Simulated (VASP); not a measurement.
# Ti (Im-3m) in VASP: notebook

Runs on Ti. Level: r2SCAN. Tasks: single point.

Program: VASP 6.6.1. These are calculated values, not measurements. Logs are shortened: lines on timing, memory, paths and dates and some standing lists are left out, and cuts for length are marked.

**1. The cell of the first run**

The structure is cubic, space group Im-3m (No. 229). The conventional cell has a = 3.296 Å, b = 3.296 Å, c = 3.296 Å, α = 90.00°, β = 90.00°, γ = 90.00°. Within 3.8 Å of Ti (site symmetry m-3m) lie 14 Ti at 2.85 to 3.30 Å.

**2. Single point, r2SCAN, collinear spin, ferromagnetic start**

Input file POSCAR:

```
Ti
1.0
   -1.6478810356      1.6478810356      1.6478810356
    1.6478810356     -1.6478810356      1.6478810356
    1.6478810356      1.6478810356     -1.6478810356
Ti
1
Direct
    0.0000000000      0.0000000000      0.0000000000
```

Input file INCAR.step1:

```
SYSTEM = Ti
  PREC = Accurate
  ENCUT = 520
  ISMEAR = -1
  SIGMA = 0.05
  LREAL = .False.
  LASPH = .True.
  NELM = 150
  ISPIN = 2
  MAGMOM = 1.059
  LMAXMIX = 4
  NBANDS = 16
  GGA = PE
  ALGO = Normal
  EDIFF = 1E-4
  LWAVE = .True.
  LCHARG = .False.
```

Input file INCAR.step2:

```
SYSTEM = Ti
  PREC = Accurate
  ENCUT = 520
  EDIFF = 1E-7
  ISMEAR = -1
  SIGMA = 0.05
  LREAL = .False.
  LASPH = .True.
  NELM = 150
  ALGO = Normal
  ISIF = 2
  LWAVE = .False.
  LCHARG = .True.
  ISPIN = 2
  MAGMOM = 1.059
  LORBIT = 11
  LMAXMIX = 4
  METAGGA = R2SCAN
  LMIXTAU = .True.
  LELF = .True.
  LVHAR = .True.
  NBANDS = 16
  ISTART = 1
```

Input file KPOINTS:

```
regular mesh
0
Gamma
  15 15 15
  0 0 0
```

Potentials or basis: VASP PAW PBE potentials, release 64 (Ti_sv).

Launch:

```console
cat potpaw_PBE.64/Ti_sv/POTCAR > POTCAR
cp INCAR.step1 INCAR
mpirun -np 1 vasp_std > vasp.out
cp INCAR.step2 INCAR
mpirun -np 1 vasp_std > vasp.out
```

OUTCAR:

```text
SYSTEM = Ti
   PREC = Accurate
   ENCUT = 520
   EDIFF = 1E-7
   ISMEAR = -1
   LREAL = .False.
   LASPH = .True.
   NELM = 150
   ISIF = 2
   ISPIN = 2
   LORBIT = 11
   METAGGA = R2SCAN
   ISTART = 1

 ion  position               nearest neighbor table
   1  0.000  0.000  0.000-

  LATTYP: Found a body centered cubic cell.
 ALAT       =     3.2957620712

  Lattice vectors:

 A1 = (  -1.6478810356,   1.6478810356,   1.6478810356)
 A2 = (   1.6478810356,  -1.6478810356,   1.6478810356)
 A3 = (   1.6478810356,   1.6478810356,  -1.6478810356)

Analysis of symmetry for initial positions (statically):
=====================================================================
 Subroutine PRICEL returns:
 Original cell was already a primitive cell.

 Routine SETGRP: Setting up the symmetry group for a
 body centered cubic supercell.

 Subroutine GETGRP returns: Found 48 space group operations
 (whereof 48 operations were pure point group operations)
 out of a pool of 48 trial point group operations.

The static configuration has the point symmetry O_h .

Analysis of symmetry for dynamics (positions and initial velocities):
=====================================================================
 Subroutine PRICEL returns:
 Original cell was already a primitive cell.

 Routine SETGRP: Setting up the symmetry group for a
 body centered cubic supercell.

 Subroutine GETGRP returns: Found 48 space group operations
 (whereof 48 operations were pure point group operations)
 out of a pool of 48 trial point group operations.

The dynamic configuration has the point symmetry O_h .

Analysis of structural, dynamic, and magnetic symmetry:
=====================================================================
 Subroutine PRICEL returns:
 Original cell was already a primitive cell.

 Routine SETGRP: Setting up the symmetry group for a
 body centered cubic supercell.

 Subroutine GETGRP returns: Found 48 space group operations
 (whereof 48 operations were pure point group operations)
 out of a pool of 48 trial point group operations.

The overall configuration has the point symmetry O_h .

 Subroutine INISYM returns: Found 48 space group operations
 (whereof 48 operations are pure point group operations),
 and found     1 'primitive' translations

----------------------------------------------------------------------------------------

                                     Primitive cell

  volume of cell :      17.8994

  direct lattice vectors                    reciprocal lattice vectors
[... 97 lines left out ...]
   NUPDOWN=      -1.0000    fix difference up-down
   EMIN   =  10.00;   EMAX   =-10.00  energy-range for DOS
   EFERMI =   0.00;   METHOD = LEGACY
   ISMEAR =    -1;   SIGMA  =   0.05  broadening in eV -4-tet -1-fermi 0-gaus
   EFERMI_NEDOS =   21; number of points for ismear=-14 and -15
   IALGO  =     38    algorithm
   IMIX   =      4    mixing-type and parameters
     AMIX     =   0.40;   BMIX     =  1.00
     AMIX_MAG =   1.60;   BMIX_MAG =  1.00
  volume/ion in A,a.u.               =      17.90       120.79
  Fermi-wavevector in a.u.,A,eV,Ry     =   1.432813  2.707623 27.932107  2.052952
  Thomas-Fermi vector in A             =   2.552399
   LORBIT       =     11    0 simple, 1 ext, 2 COOP (PROOUT), +10 PAW based schemes
   METAGGA = R2SCAN    functional components
   LHFCALC =     F    Hartree Fock is set to
   AEXX    =    0.0000 exact exchange contribution
   IVDW    =     0    specifies the selected vdW correction
   LEPSILON=     F    determine dielectric tensor
   LRPA    =     F    only Hartree local field effects (RPA)
 spin polarized calculation
  energy-cutoff  :      520.00
  volume of cell :       17.90
 maximum number of plane-waves:       490
 NGX is ok and might be reduce to    24
   NGX = 11   NGY = 11   NGZ = 11

 number of electron      12.0000003 magnetization       0.0000015

 number of electron      12.0000003 magnetization      -0.0000099

 Free energy of the ion-electron system (eV)
  ---------------------------------------------------
  ext. energy  EPLUGINS =         0.00000000
  ---------------------------------------------------
  free energy    TOTEN  =       -12.81558276 eV

  energy without entropy =      -12.79663050  energy(sigma->0) =      -12.80610663

 E-fermi :   7.8073     XC(G=0): -12.2464

 val. band max:        7.8048866883   @ k =  -0.4000  -0.4667   0.0667
 cond. band min:       7.8108286600   @ k =  -0.3333  -0.4667   0.0667
 fundamental gap:      0.0059419717
 Fermi energy:         7.8072821473

 spin component 1

 k-point     1 :       0.0000    0.0000    0.0000
  band No.  band energies     occupation
      1     -51.1724      1.00000
      2     -26.0083      1.00000
      3     -26.0083      1.00000
      4     -26.0082      1.00000
      5       1.5324      1.00000
      6       8.9176      0.00000
[... 435 lines left out ...]
      5       6.0864      1.00000
      6       7.4438      0.99930
[... 8 lines left out ...]
     15      31.2822      0.00000
     16      35.1232      0.00000

 [... further k-points ...]

 spin component 2

 k-point     1 :       0.0000    0.0000    0.0000
  band No.  band energies     occupation
      1     -51.1724      1.00000
      2     -26.0083      1.00000
      3     -26.0083      1.00000
      4     -26.0082      1.00000
      5       1.5324      1.00000
      6       8.9176      0.00000
[... 435 lines left out ...]
      5       6.0864      1.00000
      6       7.4438      0.99930
[... 8 lines left out ...]
     15      31.2822      0.00000
     16      35.1232      0.00000

 [... further k-points ...]
[... 5 lines left out ...]
  --------------------------------------------------------------------------------------
  -------------------------------------------------------------------------------------
  Total       -0.4139204     -0.4139204     -0.4139204      0.0000000      0.0000000     -0.0000000
  in kB      -37.0501427    -37.0501427    -37.0501427      0.0000000      0.0000000     -0.0000000
  external PRESSURE =     -37.0501427 kB  Pullay stress =       0.0000000 kB

 VOLUME and BASIS-vectors are now :
 -----------------------------------------------------------------------------
  energy-cutoff  :      520.00
  volume of cell :       17.90
      direct lattice vectors                 reciprocal lattice vectors
    -1.647881036  1.647881036  1.647881036     0.000000000  0.303419961  0.303419961
     1.647881036 -1.647881036  1.647881036     0.303419961  0.000000000  0.303419961
     1.647881036  1.647881036 -1.647881036     0.303419961  0.303419961  0.000000000

 POSITION                                       TOTAL-FORCE (eV/Angst)
 -----------------------------------------------------------------------------------
      0.00000      0.00000      0.00000        -0.000000     -0.000000     -0.000000
 -----------------------------------------------------------------------------------
    total drift:                                0.000000      0.000000     -0.000000

  FREE ENERGIE OF THE ION-ELECTRON SYSTEM (eV)
  ---------------------------------------------------
  free  energy   TOTEN  =       -12.8155827574 eV

  energy  without entropy=      -12.7966304955  energy(sigma->0) =      -12.80610663

 total charge

# of ion       s       p       d       tot
------------------------------------------
    1        2.234   6.126   1.828  10.188

 magnetization (x)

# of ion       s       p       d       tot
------------------------------------------
    1       -0.000  -0.000  -0.000  -0.000
```

Wall time 2.7 min (1 thread of Intel Xeon 6975P-C (Granite Rapids), shared host); peak memory 0.19 GiB.

What came out:

* Free energy: -12.8156 eV
* Pressure: -3.7 GPa
* Band gap on the k mesh: zero (filled and empty bands overlap)
* Net moment: 0.00 μB per cell
* Valence electrons inside the program's atomic spheres: Ti 10.19

Levels at points of the mesh, in eV from the Fermi level:
Spin up:
| k point | band 4 | band 5 | band 6 | band 7 | band 8 | band 9 |
| --- | --- | --- | --- | --- | --- | --- |
| (0.00, 0.00, 0.00) | -33.82 | -6.27 | 1.11 | 1.11 | 1.11 | 2.83 |
Spin down:
| k point | band 2 | band 3 | band 4 | band 5 | band 6 | band 7 | band 8 | band 9 | band 10 | band 11 |
| --- | --- | --- | --- | --- | --- | --- | --- | --- | --- | --- |
| (0.00, 0.00, 0.00) | -33.82 | -33.82 | -33.82 | -6.27 | 1.11 | 1.11 | 1.11 | 2.83 | 2.83 | 17.87 |

Caveat: the PAW data sets were made with another functional, which shifts forces and pressure a little.

**3. Single point, r2SCAN, collinear spin, ferromagnetic start (volume scaled by 1.04)**

Input file POSCAR:

```
Ti
1.0
   -1.6695661676      1.6695661676      1.6695661676
    1.6695661676     -1.6695661676      1.6695661676
    1.6695661676      1.6695661676     -1.6695661676
Ti
1
Direct
    0.0000000000      0.0000000000      0.0000000000
```

Input file INCAR.step1:

```
SYSTEM = Ti
PREC = Accurate ; ENCUT = 520
ISMEAR = -1 ; SIGMA = 0.05
LREAL = .FALSE. ; LASPH = .TRUE.
NELM = 150 ; ISPIN = 2
MAGMOM = 1.059 ; LMAXMIX = 4
NBANDS = 16 ; GGA = PE
ALGO = Normal ; EDIFF = 1E-4
LWAVE = .TRUE. ; LCHARG = .FALSE.
```

Input file INCAR.step2:

```
SYSTEM = Ti
PREC = Accurate ; ENCUT = 520
EDIFF = 1E-7 ; ISMEAR = -1
SIGMA = 0.05 ; LREAL = .FALSE.
LASPH = .TRUE. ; NELM = 150
ALGO = Normal ; ISIF = 2
LWAVE = .FALSE. ; LCHARG = .FALSE.
ISPIN = 2 ; MAGMOM = 1.059
LORBIT = 11 ; LMAXMIX = 4
METAGGA = R2SCAN ; LMIXTAU = .TRUE.
NBANDS = 16 ; ISTART = 1
```

Input file KPOINTS:

```
regular mesh
0
G
  15 15 15
  0 0 0
```

Potentials or basis: VASP PAW PBE potentials, release 64 (Ti_sv).

Launch:

```console
cat potpaw_PBE.64/Ti_sv/POTCAR > POTCAR
cp INCAR.step1 INCAR
mpirun -np 1 vasp_std > vasp.out
cp INCAR.step2 INCAR
mpirun -np 1 vasp_std > vasp.out
```

Run time: 4.9 min. Hardware: 1 thread of Intel Xeon Platinum 8488C (Sapphire Rapids), shared host; peak memory 0.19 GiB.

Results (log left out):

```
Free energy                                           : -12.7911 eV
Pressure                                              : -7.3 GPa
Band gap on the k mesh                                : zero (filled and empty bands overlap)
Net moment                                            : 0.00 μB per cell
Valence electrons inside the program's atomic spheres : Ti 10.14
```

Levels at points of the mesh, in eV from the Fermi level:
Spin up:
```tsv
k point	band 4	band 5	band 6	band 7	band 8	band 9
(0.00, 0.00, 0.00)	-33.94	-6.19	1.07	1.07	1.07	2.70
```
Spin down:
```
           k point  band 4  band 5  band 6  band 7  band 8  band 9
(0.00, 0.00, 0.00)  -33.94   -6.19    1.07    1.07    1.07    2.70
```

Caveat: the PAW data sets were made with another functional, which shifts forces and pressure a little.
